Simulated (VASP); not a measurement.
# ZnO (zincite) (P6_3mc) in VASP: settings compared, part 2 of 2

VASP 6.6.1. The steps go on from the part before.

**6. Single point, BLYP+D4**

This run uses another cell than the first one, of 12.13 Å³/atom, 1.006 times its volume.

INCAR

```
PREC = Accurate
ENCUT = 520
EDIFF = 1E-7
ISMEAR = -1
SIGMA = 0.05
LREAL = F
LASPH = T
NELM = 80
ALGO = Normal
ISIF = 2
LWAVE = F
LCHARG = T
GGA = B5
ALDAX = 1.0
AGGAX = 1.0
AGGAC = 1.0
ALDAC = 0.0
IVDW = 13
VDW_S6 = 1.0
VDW_S8 = 2.34076671
VDW_A1 = 0.44488865
VDW_A2 = 4.0933009
LELF = T
LVHAR = T
NBANDS = 26
```

KPOINTS

```
regular mesh
0
Gamma
  9 9 5
```

POSCAR

```
ZnO
1.0
    3.2575496927      0.0000000000      0.0000000000
   -1.6287748464      2.8211207880      0.0000000000
    0.0000000000      0.0000000000      5.2786800574
Zn O
2 2
Direct
    0.6666666667      0.3333333333      0.0006077876
    0.3333333333      0.6666666667      0.5006077876
    0.3333333333      0.6666666667      0.8784022124
    0.6666666667      0.3333333333      0.3784022124
```

Potentials or basis: VASP PAW PBE potentials, release 64 (Zn, O).

Run with:

```sh
$ cat potpaw_PBE.64/Zn/POTCAR potpaw_PBE.64/O/POTCAR > POTCAR
$ mpirun -np 1 vasp_std > vasp.out
```

OUTCAR:

```text
PREC = Accurate
   ENCUT = 520
   EDIFF = 1E-7
   ISMEAR = -1
   LREAL = F
   LASPH = T
   NELM = 80
   ISIF = 2
   GGA = B5
   IVDW = 13

 ion  position               nearest neighbor table
   1  0.667  0.333  0.001-   3 1.99   3 1.99   3 1.99   4 1.99
   2  0.333  0.667  0.501-   4 1.99   4 1.99   4 1.99   3 1.99
   3  0.333  0.667  0.878-   1 1.99   1 1.99   1 1.99   2 1.99
   4  0.667  0.333  0.378-   2 1.99   2 1.99   2 1.99   1 1.99

  LATTYP: Found a hexagonal cell.
 ALAT       =     3.2575496927
 C/A-ratio  =     1.6204449833

  Lattice vectors:

 A1 = (   3.2575496927,   0.0000000000,   0.0000000000)
 A2 = (  -1.6287748464,   2.8211207880,   0.0000000000)
 A3 = (   0.0000000000,   0.0000000000,   5.2786800574)

Analysis of symmetry for initial positions (statically):
=====================================================================
 Subroutine PRICEL returns:
 Original cell was already a primitive cell.

 Routine SETGRP: Setting up the symmetry group for a
 hexagonal supercell.

 Subroutine GETGRP returns: Found 12 space group operations
 (whereof  6 operations were pure point group operations)
 out of a pool of 24 trial point group operations.

[... 168 lines left out ...]

 val. band max:        1.3346851689   @ k =   0.0000   0.0000   0.0000
 cond. band min:       2.2479303642   @ k =   0.0000   0.0000   0.0000
 fundamental gap:      0.9132451952
 Fermi energy:         1.8320604392

 k-point     1 :       0.0000    0.0000    0.0000
  band No.  band energies     occupation
      1     -16.4822      2.00000
      2     -15.7988      2.00000
      3      -4.3118      2.00000
      4      -4.3118      2.00000
      5      -4.2884      2.00000
      6      -4.1198      2.00000
[... 685 lines left out ...]
     25      15.0554      0.00000
     26      15.7597      0.00000

 [... further k-points ...]

------------------------ aborting loop because EDIFF is reached ----------------------------------------

  DFT-D4 for vdW energy calculation

  Edisp (eV):   -1.76765

  FORCE on cell =-STRESS in cart. coord.  units (eV):
  Direction    XX          YY          ZZ          XY          YZ          ZX
  --------------------------------------------------------------------------------------
  -------------------------------------------------------------------------------------
  Total       0.26554     0.26554     0.26974    -0.00000     0.00000     0.00000
  in kB       8.77008     8.77008     8.90870    -0.00000     0.00000     0.00000
  external pressure =        8.82 kB  Pullay stress =        0.00 kB

 VOLUME and BASIS-vectors are now :
 -----------------------------------------------------------------------------
  energy-cutoff  :      520.00
  volume of cell :       48.51
      direct lattice vectors                 reciprocal lattice vectors
     3.257549693  0.000000000  0.000000000     0.306979200  0.177234524  0.000000000
    -1.628774846  2.821120788  0.000000000     0.000000000  0.354469048  0.000000000
     0.000000000  0.000000000  5.278680057     0.000000000  0.000000000  0.189441298

 POSITION                                       TOTAL-FORCE (eV/Angst)
 -----------------------------------------------------------------------------------
      1.62877      0.94037      0.00321         0.000000      0.000000      0.002357
     -0.00000      1.88075      2.64255        -0.000000      0.000000      0.002357
     -0.00000      1.88075      4.63680         0.000000      0.000000     -0.002357
      1.62877      0.94037      1.99746        -0.000000      0.000000     -0.002357
 -----------------------------------------------------------------------------------
    total drift:                               -0.000001     -0.000001     -0.000025

  FREE ENERGIE OF THE ION-ELECTRON SYSTEM (eV)
  ---------------------------------------------------
  free  energy   TOTEN  =       -18.1941729749 eV

  energy  without entropy=      -18.1941716741  energy(sigma->0) =      -18.19417232
```

OSZICAR:

```text
N       E                     dE             d eps       ncg     rms          rms(c)
DAV:   1     0.301852606884E+03    0.30185E+03   -0.18232E+04  1896   0.201E+03
DAV:   2     0.123296112433E+02   -0.28952E+03   -0.27207E+03  1970   0.413E+02
DAV:   3    -0.196846167692E+02   -0.32014E+02   -0.31606E+02  2086   0.141E+02
DAV:   4    -0.203094044965E+02   -0.62479E+00   -0.62357E+00  2076   0.204E+01
DAV:   5    -0.203125441058E+02   -0.31396E-02   -0.31394E-02  2024   0.148E+00    0.148E+01
DAV:   6    -0.162302316624E+02    0.40823E+01   -0.81848E+00  2922   0.674E+01    0.862E+00
DAV:   7    -0.164778169968E+02   -0.24759E+00   -0.34921E+00  1918   0.184E+01    0.528E+00
DAV:   8    -0.164861143445E+02   -0.82973E-02   -0.65366E-01  2620   0.833E+00    0.179E+00
DAV:   9    -0.164235246274E+02    0.62590E-01   -0.13639E-01  2694   0.729E+00    0.330E-01
DAV:  10    -0.164264292224E+02   -0.29046E-02   -0.41646E-02  1912   0.154E+00    0.917E-02
DAV:  11    -0.164265497710E+02   -0.12055E-03   -0.10388E-03  2110   0.781E-01    0.526E-02
DAV:  12    -0.164265236462E+02    0.26125E-04   -0.24731E-04  2646   0.503E-01    0.125E-02
DAV:  13    -0.164265305577E+02   -0.69115E-05   -0.51352E-05  2272   0.790E-02    0.138E-02
DAV:  14    -0.164265280066E+02    0.25511E-05   -0.67175E-06  1932   0.262E-02    0.436E-03
DAV:  15    -0.164265276855E+02    0.32108E-06   -0.19087E-06  1982   0.115E-02    0.969E-04
DAV:  16    -0.164265276993E+02   -0.13769E-07   -0.20202E-07  1340   0.378E-03
   1 F= -.18194173E+02 E0= -.18194172E+02  d E =-.130088E-05
```

stdout:

```text
POSCAR found type information on POSCAR ZnO
 POSCAR found :  2 types and       4 ions
 scaLAPACK will be used
 -----------------------------------------------------------------------------
|                                                                             |
|                                                                             |
|     You enforced a specific xc type in the INCAR file but a different       |
|     I HOPE YOU KNOW WHAT YOU ARE DOING!                                     |
|                                                                             |
 -----------------------------------------------------------------------------

 LDA part: xc-table for (Slater(with rela. corr.)+VWN5), standard interpolation
 POSCAR, INCAR and KPOINTS ok, starting setup
 FFT: planning ... GRIDC
 FFT: planning ... GRID_SOFT
 FFT: planning ... GRID
 WAVECAR not read
 entering main loop
```

Wall time 87 s (1 thread of Intel Xeon Platinum 8488C (Sapphire Rapids), shared host); peak memory 0.18 GiB.

Results:

* Free energy: -18.1942 eV
* Pressure: 0.9 GPa
* Band gap on the k mesh: 0.91 eV, direct
* Dispersion energy per atom: -0.442 eV

Forces in eV/Å, atoms in the order of the input:
```
Zn   0.000  0.000  0.002
Zn   0.000  0.000  0.002
O    0.000  0.000 -0.002
O    0.000  0.000 -0.002
```

Caveat: the PAW data sets were made with another functional, which shifts forces and pressure a little.

**7. The runs side by side**

| level | potentials or basis | cell | cutoff (eV) | smearing | second run | gap on the mesh (eV) | pressure (GPa) | largest force (eV/Å) |
| --- | --- | --- | --- | --- | --- | --- | --- | --- |
| PBE+D3(BJ) | VASP PAW PBE potentials, release 64 (Zn, O_h) | a = 3.255, b = 3.255, c = 5.256 Å, angles 90.0, 90.0, 120.0°, 4 atoms | 910 | fermi-dirac 0.05 eV | hard_potentials | 0.76 | 0.7 | - |
| PBE | VASP PAW PBE potentials, release 64 (Zn, O) | a = 3.249, b = 3.249, c = 5.206 Å, angles 90.0, 90.0, 120.0°, 4 atoms | 520 | gaussian 0.029 eV | - | 0.79 | 6.0 | 0.07 |
| BLYP | VASP PAW PBE potentials, release 64 (Zn, O) | a = 3.249, b = 3.249, c = 5.206 Å, angles 90.0, 90.0, 120.0°, 4 atoms | 520 | fermi-dirac 0.05 eV | - | 0.96 | 10.4 | 0.07 |
| BLYP+D3(BJ) | VASP PAW PBE potentials, release 64 (Zn, O) | a = 3.259, b = 3.259, c = 5.281 Å, angles 90.0, 90.0, 120.0°, 4 atoms | 520 | fermi-dirac 0.05 eV | - | 0.91 | 0.9 | - |
| BLYP+D4 | VASP PAW PBE potentials, release 64 (Zn, O) | a = 3.258, b = 3.258, c = 5.279 Å, angles 90.0, 90.0, 120.0°, 4 atoms | 520 | fermi-dirac 0.05 eV | - | 0.91 | 0.9 | - |

Alike in all rows: task single point; no spin polarisation; k mesh 9 × 9 × 5.

Caveats: the PAW data sets were made with another functional, which shifts forces and pressure a little (some runs); the cutoff is under 1.25 times the usual one of these potentials, so pressure, stress and relaxed cells hold a basis-set (Pulay) error (some runs).

Absolute energies hang on the potentials; compare differences alone.

**8. Against experiment**

Step 2. Measured gap of ZnO: 3.37 eV (quoted in “Electronic structure of alkaline earth and post-transition metal oxides”, 2009, arxiv:0908.1581). This calculation gives 0.76 eV (-2.61 eV). So large a miss can be the level of theory's own, or it may mean another phase, state or a wrong row. The value is that of PBE+D3(BJ), without temperature or zero-point motion. Semilocal functionals fall short of measured gaps as a rule.

Step 5. A measured gap of ZnO is 3.37 eV (quoted in “Electronic structure of alkaline earth and post-transition metal oxides”, 2009, arxiv:0908.1581); the calculated 0.91 eV misses it by -2.46 eV. So large a miss can be the level of theory's own, or it may mean another phase, state or a wrong row. The value is that of BLYP+D3(BJ), without temperature or zero-point motion. Semilocal functionals fall short of measured gaps as a rule.

Step 6. A measured gap of ZnO is 3.37 eV (quoted in “Electronic structure of alkaline earth and post-transition metal oxides”, 2009, arxiv:0908.1581); the calculated 0.91 eV misses it by -2.46 eV. So large a miss can be the level of theory's own, or it may mean another phase, state or a wrong row. The value is that of BLYP+D4, without temperature or zero-point motion. Semilocal functionals fall short of measured gaps as a rule.
